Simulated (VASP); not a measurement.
# BaSrI4 (P4/mmm) in VASP: single point with LDA

Aim: the single point of BaSrI4 with LDA.

Everything below comes from runs of VASP 6.6.1. Logs are shortened: lines on timing, memory, paths and dates and some standing lists are left out, and cuts for length are marked.

## 1. The cell of the first run

Symmetry: P4/mmm, No. 123, tetragonal system. Conventional cell: a = 5.807 Å, b = 5.807 Å, c = 8.251 Å, α = 90.00°, β = 90.00°, γ = 90.00°. Within 4.7 Å of Ba (site symmetry 4/mmm) lie 8 I at 3.60 Å. Sr (site symmetry 4/mmm) has 8 I at 3.52 Å within 4.6 Å. I (site symmetry 2mm) has 2 Sr at 3.52 Å and 2 Ba at 3.60 Å and 6 I at 3.99 to 4.26 Å within 4.6 Å.

## 2. Single point, LDA

INCAR

```
ALGO     = Normal         # electronic algorithm
EDIFF    = 1E-7           # SCF threshold, eV
ENCUT    = 520            # plane-wave cutoff, eV
GGA      = CA             # functional
ISIF     = 2              # what is computed and relaxed
ISMEAR   = -1             # smearing method
LASPH    = T              # aspherical terms in the spheres
LCHARG   = T              # write CHGCAR
LELF     = T              # ELF
LREAL    = F              # projectors in reciprocal space
LVHAR    = T            
LWAVE    = F              # write WAVECAR
NBANDS   = 33             # bands
NELM     = 100            # most SCF steps
PREC     = Accurate       # precision mode
SIGMA    = 0.15           # smearing width, eV
```

KPOINTS

```
k-points
0
Gamma
  3 3 2
```

POSCAR

```
BaSrI4
1.0
    5.8070910000      0.0000000000      0.0000000000
    0.0000000000      5.8070910000      0.0000000000
    0.0000000000      0.0000000000      8.2510280000
Ba Sr I
1 1 4
Direct
    0.5000000000      0.5000000000      0.0000000000
    0.0000000000      0.0000000000      0.5000000000
    0.0000000000      0.5000000000      0.2579450000
    0.5000000000      0.0000000000      0.2579450000
    0.0000000000      0.5000000000      0.7420550000
    0.5000000000      0.0000000000      0.7420550000
```

Potentials or basis: VASP PAW LDA potentials, release 64 (Ba_sv, Sr_sv, I).

Run with:

```bash
$ cat potpaw_LDA.64/Ba_sv/POTCAR potpaw_LDA.64/Sr_sv/POTCAR potpaw_LDA.64/I/POTCAR > POTCAR
$ mpirun -np 1 vasp_std > vasp.out
```

OUTCAR:

```text
EDIFF = 1E-7
   ENCUT = 520
   GGA = CA
   ISIF = 2
   ISMEAR = -1
   LASPH = T
   LREAL = F
   NELM = 100
   PREC = Accurate

 ion  position               nearest neighbor table
   1  0.500  0.500  0.000-   3 3.60   4 3.60   5 3.60   6 3.60   4 3.60   6 3.60   3 3.60   5 3.60

   2  0.000  0.000  0.500-   3 3.52   4 3.52   5 3.52   6 3.52   3 3.52   5 3.52   4 3.52   6 3.52

   3  0.000  0.500  0.258-   2 3.52   2 3.52   1 3.60   1 3.60
   4  0.500  0.000  0.258-   2 3.52   2 3.52   1 3.60   1 3.60
   5  0.000  0.500  0.742-   2 3.52   2 3.52   1 3.60   1 3.60
   6  0.500  0.000  0.742-   2 3.52   2 3.52   1 3.60   1 3.60

  LATTYP: Found a simple tetragonal cell.
 ALAT       =     5.8070910000
 C/A-ratio  =     1.4208539181

  Lattice vectors:

 A1 = (   5.8070910000,   0.0000000000,   0.0000000000)
 A2 = (   0.0000000000,   5.8070910000,   0.0000000000)
 A3 = (   0.0000000000,   0.0000000000,   8.2510280000)

Analysis of symmetry for initial positions (statically):
=====================================================================
 Subroutine PRICEL returns:
 Original cell was already a primitive cell.

 Routine SETGRP: Setting up the symmetry group for a
 simple tetragonal supercell.

 Subroutine GETGRP returns: Found 16 space group operations
 (whereof 16 operations were pure point group operations)
 out of a pool of 16 trial point group operations.

The static configuration has the point symmetry D_4h.

Analysis of symmetry for dynamics (positions and initial velocities):
=====================================================================
 Subroutine PRICEL returns:
 Original cell was already a primitive cell.

 Routine SETGRP: Setting up the symmetry group for a
 simple tetragonal supercell.

 Subroutine GETGRP returns: Found 16 space group operations
 (whereof 16 operations were pure point group operations)
 out of a pool of 16 trial point group operations.

The dynamic configuration has the point symmetry D_4h.

 Subroutine INISYM returns: Found 16 space group operations
 (whereof 16 operations are pure point group operations),
 and found     1 'primitive' translations

----------------------------------------------------------------------------------------

                                     Primitive cell

  volume of cell :     278.2437

  direct lattice vectors                    reciprocal lattice vectors
     5.807091000  0.000000000  0.000000000     0.172203260  0.000000000  0.000000000
     0.000000000  5.807091000  0.000000000     0.000000000  0.172203260  0.000000000
     0.000000000  0.000000000  8.251028000     0.000000000  0.000000000  0.121197019

  length of vectors
     5.807091000  5.807091000  8.251028000     0.172203260  0.172203260  0.121197019

  position of ions in fractional coordinates (direct lattice)
     0.500000000  0.500000000  0.000000000
     0.000000000  0.000000000  0.500000000
     0.000000000  0.500000000  0.257945000
     0.500000000  0.000000000  0.257945000
     0.000000000  0.500000000  0.742055000
     0.500000000  0.000000000  0.742055000

  ion indices of the primitive-cell ions
   primitive index   ion index
                 1           1
                 2           2
                 3           3
                 4           4
                 5           5
                 6           6

----------------------------------------------------------------------------------------

 KPOINTS: k-points

Automatic generation of k-mesh.
 Grid dimensions read from file:
 generate k-points for:    3    3    2

 Generating k-lattice:

  Cartesian coordinates                     Fractional coordinates (reciprocal lattice)
     0.057401087  0.000000000  0.000000000     0.333333333  0.000000000  0.000000000
     0.000000000  0.057401087  0.000000000     0.000000000  0.333333333  0.000000000
     0.000000000  0.000000000  0.060598510     0.000000000  0.000000000  0.500000000

  Length of vectors
     0.057401087  0.057401087  0.060598510

  Shift w.r.t. Gamma in fractional coordinates (k-lattice)
     0.000000000  0.000000000  0.000000000

 Subroutine IBZKPT returns following result:
 ===========================================

 Found      6 irreducible k-points:

 Following reciprocal coordinates:
            Coordinates               Weight
  0.000000  0.000000  0.000000      1.000000
  0.333333  0.000000  0.000000      4.000000
  0.333333  0.333333  0.000000      4.000000
  0.000000  0.000000  0.500000      1.000000
  0.333333  0.000000  0.500000      4.000000
  0.333333  0.333333  0.500000      4.000000
   k-points           NKPTS =      6   k-points in BZ     NKDIM =      6   number of bands    NBANDS=     33
   number of dos      NEDOS =    301   number of ions     NIONS =      6
   total plane-waves  NPLWV = 147456
   dimension x,y,z NGX =    48 NGY =   48 NGZ =   64
   dimension x,y,z NGXF=    96 NGYF=   96 NGZF=  128
   ions per type =               1   1   4
   NGX,Y,Z   is equivalent  to a cutoff of  13.74, 13.74, 12.90 a.u.
   NGXF,Y,Z  is equivalent  to a cutoff of  27.48, 27.48, 25.79 a.u.
 SYSTEM =  unknown system
   PREC   = accura    normal or accurate (medium, high low for compatibility)
   ISTART =      0    job   : 0-new  1-cont  2-samecut
   ICHARG =      2    charge: 1-file 2-atom 10-const
   ISPIN  =      1    spin polarized calculation?
   LNONCOLLINEAR =      F non collinear calculations
   LSORBIT =      F    spin-orbit coupling
   LASPH  =      T    aspherical Exc in radial PAW
   ENCUT  =  520.0 eV  38.22 Ry    6.18 a.u.  10.80 10.80 15.34*2*pi/ulx,y,z
   NELM   =    100;   NELMIN=  2; NELMDL= -5     # of ELM steps
   EDIFF  = 0.1E-06   stopping-criterion for ELM
   LREAL  =      F    real-space projection
   EDIFFG = 0.1E-05   stopping-criterion for IOM
   NSW    =      0    number of steps for IOM
   IBRION =     -1    ionic relax: 0-MD 1-quasi-New 2-CG
   NFREE  =      0    steps in history (QN), initial steepest desc. (CG)
   ISIF   =      2    stress and relaxation
   ISYM   =      2    0-nonsym 1-usesym 2-fastsym
   POTIM  = 0.5000    time-step for ionic-motion
   TEBEG  =    0.0;   TEEND  =   0.0 temperature during run
   PSTRESS=    0.0 pullay stress
   NELECT =      48.0000    total number of electrons
   NUPDOWN=      -1.0000    fix difference up-down
   EMIN   =  10.00;   EMAX   =-10.00  energy-range for DOS
   EFERMI =   0.00;   METHOD = LEGACY
   ISMEAR =    -1;   SIGMA  =   0.15  broadening in eV -4-tet -1-fermi 0-gaus
   EFERMI_NEDOS =   21; number of points for ismear=-14 and -15
   IALGO  =     38    algorithm
   IMIX   =      4    mixing-type and parameters
     AMIX     =   0.40;   BMIX     =  1.00
     AMIX_MAG =   1.60;   BMIX_MAG =  1.00
  volume/ion in A,a.u.               =      46.37       312.95
  Fermi-wavevector in a.u.,A,eV,Ry     =   0.911339  1.722182 11.300175  0.830539
  Thomas-Fermi vector in A             =   2.035607
   LORBIT       =      0    0 simple, 1 ext, 2 COOP (PROOUT), +10 PAW based schemes
   GGA     = CA    functional components
   LHFCALC =     F    Hartree Fock is set to
   AEXX    =    0.0000 exact exchange contribution
   IVDW    =     0    specifies the selected vdW correction
   LEPSILON=     F    determine dielectric tensor
   LRPA    =     F    only Hartree local field effects (RPA)
 non-spin polarized calculation
  energy-cutoff  :      520.00
  volume of cell :      278.24
 maximum number of plane-waves:      7502
 NGX is ok and might be reduce to    48
   NGX = 21   NGY = 21   NGZ = 31

 number of electron      48.0000002 magnetization

 Free energy of the ion-electron system (eV)
  ---------------------------------------------------
  ext. energy  EPLUGINS =         0.00000000
  ---------------------------------------------------
  free energy    TOTEN  =       -22.37532222 eV

  energy without entropy =      -22.37524117  energy(sigma->0) =      -22.37528169

 E-fermi :   2.7548     XC(G=0):  -7.9644

 val. band max:        1.1746605151   @ k =   0.0000   0.0000   0.0000
 cond. band min:       4.1111458031   @ k =   0.0000   0.0000   0.0000
 fundamental gap:      2.9364852880
 Fermi energy:         2.7548105965

 k-point     1 :       0.0000    0.0000    0.0000
  band No.  band energies     occupation
      1     -33.5898      2.00000
      2     -25.7546      2.00000
      3     -15.6581      2.00000
      4     -15.6412      2.00000
      5     -15.6412      2.00000
      6     -11.1877      2.00000
[... 25 lines left out ...]
     32       6.3844      0.00000
     33       6.5348      0.00000

 k-point     2 :       0.3333    0.0000    0.0000
  band No.  band energies     occupation
      1     -33.5897      2.00000
      2     -25.7541      2.00000
      3     -15.6548      2.00000
      4     -15.6521      2.00000
      5     -15.6410      2.00000
      6     -11.1555      2.00000
[... 25 lines left out ...]
     32       6.1153      0.00000
     33       6.3910      0.00000

 k-point     3 :       0.3333    0.3333    0.0000
  band No.  band energies     occupation
      1     -33.5897      2.00000
      2     -25.7536      2.00000
      3     -15.6519      2.00000
      4     -15.6518      2.00000
      5     -15.6516      2.00000
      6     -11.1532      2.00000
[... 25 lines left out ...]
     32       6.3343      0.00000
     33       6.3642      0.00000

 k-point     4 :       0.0000    0.0000    0.5000
  band No.  band energies     occupation
      1     -33.5898      2.00000
      2     -25.7546      2.00000
      3     -15.6581      2.00000
      4     -15.6412      2.00000
      5     -15.6412      2.00000
      6     -11.2231      2.00000
[... 25 lines left out ...]
     32       6.1455      0.00000
     33       6.5186      0.00000

 k-point     5 :       0.3333    0.0000    0.5000
  band No.  band energies     occupation
      1     -33.5897      2.00000
      2     -25.7541      2.00000
      3     -15.6549      2.00000
      4     -15.6521      2.00000
      5     -15.6409      2.00000
      6     -11.1359      2.00000
[... 25 lines left out ...]
     32       6.7891      0.00000
     33       6.8056      0.00000

 k-point     6 :       0.3333    0.3333    0.5000
  band No.  band energies     occupation
      1     -33.5897      2.00000
      2     -25.7536      2.00000
      3     -15.6518      2.00000
      4     -15.6517      2.00000
      5     -15.6516      2.00000
      6     -11.1397      2.00000
[... 25 lines left out ...]
     32       6.1723      0.00000
     33       6.4359      0.00000

------------------------ aborting loop because EDIFF is reached ----------------------------------------

  FORCE on cell =-STRESS in cart. coord.  units (eV):
  Direction    XX          YY          ZZ          XY          YZ          ZX
  --------------------------------------------------------------------------------------
  -------------------------------------------------------------------------------------
  Total       -3.8535887     -3.8535887     -3.6663569      0.0000000      0.0000000      0.0000000
  in kB      -22.1896586    -22.1896586    -21.1115439      0.0000000      0.0000000      0.0000000
  external PRESSURE =     -21.8302870 kB  Pullay stress =       0.0000000 kB

 VOLUME and BASIS-vectors are now :
 -----------------------------------------------------------------------------
  energy-cutoff  :      520.00
  volume of cell :      278.24
      direct lattice vectors                 reciprocal lattice vectors
     5.807091000  0.000000000  0.000000000     0.172203260  0.000000000  0.000000000
     0.000000000  5.807091000  0.000000000     0.000000000  0.172203260  0.000000000
     0.000000000  0.000000000  8.251028000     0.000000000  0.000000000  0.121197019

 POSITION                                       TOTAL-FORCE (eV/Angst)
 -----------------------------------------------------------------------------------
      2.90355      2.90355      0.00000         0.000000      0.000000      0.000000
      0.00000      0.00000      4.12551         0.000000      0.000000      0.000000
      0.00000      2.90355      2.12831         0.000000     -0.000000      0.009210
      2.90355      0.00000      2.12831        -0.000000      0.000000      0.009210
      0.00000      2.90355      6.12272         0.000000      0.000000     -0.009210
      2.90355      0.00000      6.12272         0.000000      0.000000     -0.009210
 -----------------------------------------------------------------------------------
    total drift:                               -0.000000     -0.000000      0.000000

  FREE ENERGIE OF THE ION-ELECTRON SYSTEM (eV)
  ---------------------------------------------------
  free  energy   TOTEN  =       -22.3753222158 eV

  energy  without entropy=      -22.3752411742  energy(sigma->0) =      -22.37528169
```

It took 66 s on 1 thread of Intel Xeon Platinum 8259CL at 2.50GHz (Skylake/Cascade Lake), shared host; peak memory 0.31 GiB.

What came out:

```
Free energy            : -22.3753 eV
Pressure               : -2.2 GPa
Largest force          : 0.009 eV/Å
Band gap on the k mesh : 2.94 eV, direct
```

Forces in eV/Å, atoms in the order of the input:
```
Ba   0.000  0.000  0.000
Sr   0.000  0.000  0.000
I    0.000  0.000  0.009
I    0.000  0.000  0.009
I    0.000  0.000 -0.009
I    0.000  0.000 -0.009
```

Caveat: spin-orbit coupling is left out, which moves the levels of the heavy elements.
